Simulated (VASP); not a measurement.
AlSi36H17Cl3: single point with PBE

AlSi36H17Cl3, a slab with vacuum:

```
CELL_PARAMETERS angstrom
11.51877 0.00000 0.00000
5.75938 9.97555 0.00000
0.00000 0.00000 19.86876
ATOMIC_POSITIONS crystal
H 0.11111 0.11111 0.05033
H 0.44444 0.11111 0.05033
H 0.77778 0.11111 0.05033
H 0.11111 0.44444 0.05033
H 0.44444 0.44444 0.05033
H 0.77778 0.44444 0.05033
H 0.11111 0.77778 0.05033
H 0.44444 0.77778 0.05033
H 0.77778 0.77778 0.05033
H 0.34026 0.00102 0.39607
H 0.66371 0.00072 0.39690
H 0.00131 0.33478 0.39715
H 0.33331 0.33327 0.39672
H 0.65846 0.34007 0.39619
H 0.00074 0.66039 0.39640
H 0.33490 0.66403 0.39709
H 0.66630 0.66686 0.39604
Si 0.11111 0.11111 0.12583
Si 0.44444 0.11111 0.12583
Si 0.77778 0.11111 0.12583
Si 0.11111 0.44444 0.12583
Si 0.44444 0.44444 0.12583
Si 0.77778 0.44444 0.12583
Si 0.11111 0.77778 0.12583
Si 0.44444 0.77778 0.12583
Si 0.77778 0.77778 0.12583
Si 0.88837 0.22136 0.16622
Si 0.22152 0.22188 0.16455
Si 0.55499 0.22169 0.16454
Si 0.88805 0.55506 0.16414
Si 0.22160 0.55522 0.16460
Si 0.55482 0.55549 0.16408
Si 0.88844 0.88854 0.16607
Si 0.22122 0.88862 0.16614
Si 0.55533 0.88818 0.16398
Si 0.89225 0.21722 0.28491
Si 0.22315 0.22279 0.28244
Si 0.55696 0.22285 0.28242
Si 0.89005 0.55501 0.28174
Si 0.22278 0.55691 0.28252
Si 0.55558 0.55726 0.28159
Si 0.89321 0.89150 0.28463
Si 0.21781 0.89324 0.28474
Si 0.55750 0.88968 0.28146
Si 0.99979 0.99927 0.33431
Si 0.33479 0.99949 0.32097
Si 0.66808 0.99945 0.32147
Si 0.99971 0.33224 0.32173
Si 0.33342 0.33357 0.32123
Si 0.66603 0.33470 0.32110
Si 0.99917 0.66621 0.32120
Si 0.33250 0.66823 0.32167
Si 0.66672 0.66686 0.32055
Al 0.99996 0.00051 0.46309
Cl 0.99664 0.82547 0.49696
Cl 0.17948 0.99858 0.49406
Cl 0.82390 0.18134 0.49418
```

* Program: VASP 6.6.1
* Task: single point
* Functional: PBE
* Potentials or basis: VASP PAW PBE potentials, release 64 (H, Si, Al, Cl)
* Cutoff: 520 eV
* k mesh: 1 × 1 × 1
* Occupations: gaussian, width 0.02 eV
* Spin: collinear spin, zero start

```
Largest force                                         : 0.138 eV/Å
Net moment                                            : -1.00 μB per cell
Site moments                                          : H +0.00; Si -0.01, -0.02 (each value once); Al +0.00; Cl +0.00 μB
Valence electrons inside the program's atomic spheres : H 0.57; Si 1.71, 1.72, 1.70, 1.69, 1.68 (each value once); Al 0.73; Cl 5.16
```

Forces on the atoms (eV/Å):
```
H   -0.003  0.001 -0.025
H    0.002  0.009 -0.035
H    0.010  0.002 -0.026
H    0.012  0.006 -0.034
H    0.001 -0.002 -0.034
H   -0.009 -0.025 -0.038
H    0.010  0.007 -0.026
H   -0.014  0.024 -0.040
H    0.036  0.003 -0.041
H    0.002  0.000 -0.002
H    0.001  0.000 -0.004
H    0.000  0.001 -0.004
H    0.001  0.001 -0.005
H   -0.002  0.002 -0.002
H   -0.004 -0.008 -0.012
H    0.001 -0.001 -0.005
H    0.000  0.000 -0.005
Si  -0.083 -0.041  0.102
Si  -0.018 -0.003 -0.018
Si   0.064 -0.052  0.093
Si  -0.011 -0.008 -0.011
Si  -0.025 -0.011 -0.010
Si  -0.018 -0.107  0.035
Si  -0.011  0.080  0.091
Si  -0.087  0.064  0.018
Si   0.088  0.025  0.025
Si   0.008  0.007 -0.004
Si   0.010  0.007 -0.002
Si   0.005  0.006 -0.002
Si   0.000  0.001 -0.004
Si   0.011  0.000 -0.001
Si   0.010  0.005 -0.004
Si   0.012  0.010 -0.007
Si   0.006  0.004 -0.003
Si   0.009  0.003 -0.003
Si   0.009  0.001 -0.011
Si  -0.003 -0.001 -0.005
Si  -0.003 -0.002 -0.008
Si   0.002  0.000 -0.007
Si  -0.003 -0.004 -0.006
Si   0.000 -0.001 -0.008
Si   0.000 -0.004  0.009
Si   0.010  0.000 -0.006
Si   0.000 -0.004 -0.008
Si   0.003  0.012  0.014
Si  -0.010  0.004  0.007
Si  -0.004  0.002  0.012
Si   0.000  0.001  0.006
Si  -0.001  0.002  0.012
Si  -0.003 -0.009  0.012
Si   0.002  0.003  0.014
Si  -0.008  0.000  0.014
Si   0.000  0.003  0.009
Al   0.013  0.022 -0.007
Cl   0.001 -0.009 -0.014
Cl  -0.023  0.000  0.008
Cl   0.002 -0.022  0.007
```

Levels at points of the mesh, in eV from the Fermi level:
Spin up:
| k point | band 89 | band 90 | band 91 | band 92 | band 93 | band 94 | band 95 | band 96 |
| --- | --- | --- | --- | --- | --- | --- | --- | --- |
| (0.00, 0.00, 0.00) | -0.70 | -0.69 | -0.62 | -0.07 | 0.05 | 1.48 | 1.48 | 1.50 |
Spin down:
```tsv
k point	band 90	band 91	band 92	band 93	band 94	band 95	band 96	band 97
(0.00, 0.00, 0.00)	-0.70	-0.70	-0.09	-0.05	1.46	1.47	1.49	1.50
```

It took 26 min on 1 thread of Intel(R) Xeon(R) Platinum 8488C (Sapphire Rapids) (shared host), peak memory 3 GiB.

Caveat: the k points lie up to 0.63 Å⁻¹ apart; there is no dipole correction, which matters where the two faces differ.
